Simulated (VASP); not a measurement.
# Hf (I4/mmm) in VASP: single point with PBE

Aim: the single point of Hf with PBE.

All numbers are computed with VASP 6.6.1; they aren't measurements. Logs are shortened: lines on timing, memory, paths and dates and some standing lists are left out, and cuts for length are marked.

### Step 1. The cell of the first run

The structure is tetragonal, space group I4/mmm (No. 139). Conventional cell: a = 3.163 Å, b = 3.163 Å, c = 4.373 Å, α = 90.00°, β = 90.00°, γ = 90.00°. Within 4.1 Å of Hf (site symmetry 4/mmm) lie 12 Hf at 3.13 to 3.16 Å.

### Step 2. Single point, PBE (z stretched by -1.5 % at fixed volume)

File INCAR:

```
ALGO = Normal
EDIFF = 1E-6
ENCUT = 520
GGA = PE
ISIF = 2
ISMEAR = -1
LASPH = True
LCHARG = False
LREAL = False
LWAVE = False
NBANDS = 11
NELM = 60
PREC = Accurate
SIGMA = 0.03
```

File KPOINTS:

```
k-points
0
Gamma
  16 16 16
```

File POSCAR:

```
Hf
1.0
    0.0000000000      2.2368396850      2.1867000000
    2.2368396850      0.0000000000      2.1867000000
    2.2368396850      2.2368396850      0.0000000000
Hf
1
Direct
    0.0000000000      0.0000000000      0.0000000000
```

Potentials or basis: VASP PAW PBE potentials, release 64 (Hf_pv).

On the command line:

```
cat potpaw_PBE.64/Hf_pv/POTCAR > POTCAR
mpirun -np 1 vasp_std > vasp.out
```

OUTCAR:

```text
EDIFF = 1E-6
   ENCUT = 520
   GGA = PE
   ISIF = 2
   ISMEAR = -1
   LASPH = True
   LREAL = False
   NELM = 60
   PREC = Accurate

 ion  position               nearest neighbor table
   1  0.000  0.000  0.000-

  LATTYP: Found a body centered tetragonal cell.
 ALAT       =     3.1633690194
 C/A-ratio  =     1.3825133815

  Lattice vectors:

 A1 = (   0.0000000000,  -2.2368396850,  -2.1867000000)
 A2 = (   0.0000000000,   2.2368396850,  -2.1867000000)
 A3 = (   2.2368396850,   0.0000000000,   2.1867000000)

Analysis of symmetry for initial positions (statically):
=====================================================================
 Subroutine PRICEL returns:
 Original cell was already a primitive cell.

 Routine SETGRP: Setting up the symmetry group for a
 body centered tetragonal supercell.

 Subroutine GETGRP returns: Found 16 space group operations
 (whereof 16 operations were pure point group operations)
 out of a pool of 16 trial point group operations.

The static configuration has the point symmetry D_4h.

Analysis of symmetry for dynamics (positions and initial velocities):
=====================================================================
 Subroutine PRICEL returns:
 Original cell was already a primitive cell.

 Routine SETGRP: Setting up the symmetry group for a
 body centered tetragonal supercell.

 Subroutine GETGRP returns: Found 16 space group operations
 (whereof 16 operations were pure point group operations)
 out of a pool of 16 trial point group operations.

The dynamic configuration has the point symmetry D_4h.

 Subroutine INISYM returns: Found 16 space group operations
 (whereof 16 operations are pure point group operations),
 and found     1 'primitive' translations

----------------------------------------------------------------------------------------

                                     Primitive cell

  volume of cell :      21.8821

  direct lattice vectors                    reciprocal lattice vectors
     0.000000000  2.236839685  2.186700000    -0.223529654  0.223529654  0.228655051
     2.236839685  0.000000000  2.186700000     0.223529654 -0.223529654  0.228655051
     2.236839685  2.236839685  0.000000000     0.223529654  0.223529654 -0.228655051

  length of vectors
     3.128115833  3.128115833  3.163369019     0.390146312  0.390146312  0.390146312

  position of ions in fractional coordinates (direct lattice)
     0.000000000  0.000000000  0.000000000

  ion indices of the primitive-cell ions
   primitive index   ion index
                 1           1

----------------------------------------------------------------------------------------

 KPOINTS: k-points

Automatic generation of k-mesh.
 Grid dimensions read from file:
 generate k-points for:   16   16   16

 Generating k-lattice:

  Cartesian coordinates                     Fractional coordinates (reciprocal lattice)
    -0.013970603  0.013970603  0.014290941     0.062500000  0.000000000  0.000000000
     0.013970603 -0.013970603  0.014290941     0.000000000  0.062500000  0.000000000
     0.013970603  0.013970603 -0.014290941     0.000000000  0.000000000  0.062500000

  Length of vectors
     0.024384144  0.024384144  0.024384144

  Shift w.r.t. Gamma in fractional coordinates (k-lattice)
     0.000000000  0.000000000  0.000000000

 Subroutine IBZKPT returns following result:
 ===========================================

 Found    349 irreducible k-points:

 Following reciprocal coordinates:
            Coordinates               Weight
  0.000000  0.000000  0.000000      1.000000
  0.062500  0.000000  0.000000      8.000000
  0.125000  0.000000  0.000000      8.000000
  0.187500  0.000000  0.000000      8.000000
  0.250000  0.000000  0.000000      8.000000
  0.312500  0.000000  0.000000      8.000000
[... 16 lines left out ...]
 -0.125000  0.062500  0.000000      8.000000
 -0.062500  0.062500  0.000000      4.000000
 [... further k-points ...]
   k-points           NKPTS =    349   k-points in BZ     NKDIM =    349   number of bands    NBANDS=     11
   number of dos      NEDOS =    301   number of ions     NIONS =      1
   total plane-waves  NPLWV =  13824
   dimension x,y,z NGX =    24 NGY =   24 NGZ =   24
   dimension x,y,z NGXF=    48 NGYF=   48 NGZF=   48
   ions per type =               1
   NGX,Y,Z   is equivalent  to a cutoff of  12.75, 12.75, 12.61 a.u.
   NGXF,Y,Z  is equivalent  to a cutoff of  25.51, 25.51, 25.23 a.u.
 SYSTEM =  unknown system
   PREC   = accura    normal or accurate (medium, high low for compatibility)
   ISTART =      0    job   : 0-new  1-cont  2-samecut
   ICHARG =      2    charge: 1-file 2-atom 10-const
   ISPIN  =      1    spin polarized calculation?
   LNONCOLLINEAR =      F non collinear calculations
   LSORBIT =      F    spin-orbit coupling
   LASPH  =      T    aspherical Exc in radial PAW
   ENCUT  =  520.0 eV  38.22 Ry    6.18 a.u.   5.82  5.82  5.88*2*pi/ulx,y,z
   NELM   =     60;   NELMIN=  2; NELMDL= -5     # of ELM steps
   EDIFF  = 0.1E-05   stopping-criterion for ELM
   LREAL  =      F    real-space projection
   EDIFFG = 0.1E-04   stopping-criterion for IOM
   NSW    =      0    number of steps for IOM
   IBRION =     -1    ionic relax: 0-MD 1-quasi-New 2-CG
   NFREE  =      0    steps in history (QN), initial steepest desc. (CG)
   ISIF   =      2    stress and relaxation
   ISYM   =      2    0-nonsym 1-usesym 2-fastsym
   POTIM  = 0.5000    time-step for ionic-motion
   TEBEG  =    0.0;   TEEND  =   0.0 temperature during run
   PSTRESS=    0.0 pullay stress
   NELECT =      10.0000    total number of electrons
   NUPDOWN=      -1.0000    fix difference up-down
   EMIN   =  10.00;   EMAX   =-10.00  energy-range for DOS
   EFERMI =   0.00;   METHOD = LEGACY
   ISMEAR =    -1;   SIGMA  =   0.03  broadening in eV -4-tet -1-fermi 0-gaus
   EFERMI_NEDOS =   21; number of points for ismear=-14 and -15
   IALGO  =     38    algorithm
   IMIX   =      4    mixing-type and parameters
     AMIX     =   0.40;   BMIX     =  1.00
     AMIX_MAG =   1.60;   BMIX_MAG =  1.00
  volume/ion in A,a.u.               =      21.88       147.67
  Fermi-wavevector in a.u.,A,eV,Ry     =   1.260991  2.382927 21.634588  1.590097
  Thomas-Fermi vector in A             =   2.394472
   LORBIT       =      0    0 simple, 1 ext, 2 COOP (PROOUT), +10 PAW based schemes
   GGA     = PE    functional components
   LHFCALC =     F    Hartree Fock is set to
   AEXX    =    0.0000 exact exchange contribution
   IVDW    =     0    specifies the selected vdW correction
   LEPSILON=     F    determine dielectric tensor
   LRPA    =     F    only Hartree local field effects (RPA)
 non-spin polarized calculation
  energy-cutoff  :      520.00
  volume of cell :       21.88
 maximum number of plane-waves:       604
   NGX = 11   NGY = 11   NGZ = 11

 number of electron      10.0000000 magnetization

 number of electron       9.9999999 magnetization

 Free energy of the ion-electron system (eV)
  ---------------------------------------------------
  ext. energy  EPLUGINS =         0.00000000
  ---------------------------------------------------
  free energy    TOTEN  =        -9.84776042 eV

  energy without entropy =       -9.84264249  energy(sigma->0) =       -9.84520145

 E-fermi :   4.8861     XC(G=0): -11.3864

 val. band max:        4.8811068348   @ k =  -0.2500   0.0625   0.0000
 cond. band min:       4.8876821240   @ k =  -0.4375   0.3125   0.1250
 fundamental gap:      0.0065752892
 Fermi energy:         4.8861227612

 k-point     1 :       0.0000    0.0000    0.0000
  band No.  band energies     occupation
      1     -25.0369      2.00000
      2     -25.0358      2.00000
      3     -25.0358      2.00000
      4      -2.3902      2.00000
      5       6.2259      0.00000
      6       6.2259      0.00000
      7       6.4870      0.00000
      8       8.9857      0.00000
      9       9.3636      0.00000
     10      16.2911      0.00000
     11      18.0420      0.00000

 k-point     2 :       0.0625    0.0000    0.0000
  band No.  band energies     occupation
      1     -25.0719      2.00000
      2     -25.0408      2.00000
      3     -25.0404      2.00000
      4      -2.2496      2.00000
      5       6.1288      0.00000
      6       6.2928      0.00000
      7       6.5068      0.00000
      8       8.9169      0.00000
      9       9.2799      0.00000
     10      16.6077      0.00000
     11      18.0415      0.00000

 k-point     3 :       0.1250    0.0000    0.0000
  band No.  band energies     occupation
      1     -25.1724      2.00000
      2     -25.0550      2.00000
      3     -25.0516      2.00000
      4      -1.8434      2.00000
      5       5.7913      0.00000
      6       6.4552      0.00000
      7       6.6515      0.00000
      8       8.7820      0.00000
      9       9.0971      0.00000
     10      17.3872      0.00000
     11      18.0388      0.00000

 k-point     4 :       0.1875    0.0000    0.0000
  band No.  band energies     occupation
      1     -25.3197      2.00000
      2     -25.0763      2.00000
      3     -25.0683      2.00000
      4      -1.2199      2.00000
      5       5.3628      0.00000
      6       6.5848      0.00000
      7       6.8108      0.00000
      8       8.7792      0.00000
      9       9.0039      0.00000
     10      17.2696      0.00000
     11      18.0444      0.00000
[... 239 lines left out ...]
 k-point    22 :      -0.1875    0.0625    0.0000
  band No.  band energies     occupation
      1     -25.3748      2.00000
      2     -25.1107      2.00000
      3     -25.0752      2.00000
      4      -0.8768      2.00000
      5       5.1531      0.00027
      6       6.7264      0.00000
      7       6.7676      0.00000
      8       8.3503      0.00000
      9       9.4847      0.00000
     10      17.3150      0.00000
     11      18.0464      0.00000

 k-point    23 :      -0.1250    0.0625    0.0000
  band No.  band energies     occupation
      1     -25.2250      2.00000
      2     -25.0868      2.00000
      3     -25.0551      2.00000
      4      -1.5487      2.00000
      5       5.5296      0.00000
      6       6.6001      0.00000
      7       6.7719      0.00000
      8       8.3800      0.00000
      9       9.3119      0.00000
     10      17.8769      0.00000
     11      18.0410      0.00000

 k-point    24 :      -0.0625    0.0625    0.0000
  band No.  band energies     occupation
      1     -25.1173      2.00000
      2     -25.0624      2.00000
      3     -25.0430      2.00000
      4      -2.0255      2.00000
      5       5.8828      0.00000
      6       6.3964      0.00000
      7       6.6598      0.00000
      8       8.6525      0.00000
      9       9.3136      0.00000
     10      17.0862      0.00000
     11      18.0405      0.00000

 [... further k-points ...]

------------------------ aborting loop because EDIFF is reached ----------------------------------------

  FORCE on cell =-STRESS in cart. coord.  units (eV):
  Direction    XX          YY          ZZ          XY          YZ          ZX
  --------------------------------------------------------------------------------------
  -------------------------------------------------------------------------------------
  Total        0.3389579      0.3389579      0.4246067      0.0000000     -0.0000000      0.0000000
  in kB       24.8180372     24.8180372     31.0891273      0.0000000     -0.0000000      0.0000000
  external PRESSURE =      26.9084006 kB  Pullay stress =       0.0000000 kB

 VOLUME and BASIS-vectors are now :
 -----------------------------------------------------------------------------
  energy-cutoff  :      520.00
  volume of cell :       21.88
      direct lattice vectors                 reciprocal lattice vectors
     0.000000000  2.236839685  2.186700000    -0.223529654  0.223529654  0.228655051
     2.236839685  0.000000000  2.186700000     0.223529654 -0.223529654  0.228655051
     2.236839685  2.236839685  0.000000000     0.223529654  0.223529654 -0.228655051

 POSITION                                       TOTAL-FORCE (eV/Angst)
 -----------------------------------------------------------------------------------
      0.00000      0.00000      0.00000         0.000000      0.000000     -0.000000
 -----------------------------------------------------------------------------------
    total drift:                               -0.000000      0.000000      0.000000

  FREE ENERGIE OF THE ION-ELECTRON SYSTEM (eV)
  ---------------------------------------------------
  free  energy   TOTEN  =        -9.8477604156 eV

  energy  without entropy=       -9.8426424879  energy(sigma->0) =       -9.84520145
```

Wall time 61 s (1 thread of Intel Xeon 8259CL, shared host); peak memory 0.21 GiB.

What came out:

```yaml
Free_energy: -9.8478 eV
Pressure: 2.7 GPa
Band_gap_on_the_k_mesh: zero (band 5 reaches 6.24 eV, above the bottom of band 6 at 4.44 eV)
```

Stress tensor (GPa, compression positive):
```
2.48 0.00 0.00
0.00 2.48 0.00
0.00 0.00 3.11
```

Caveat: spin-orbit coupling is left out, which moves the levels of the heavy elements.
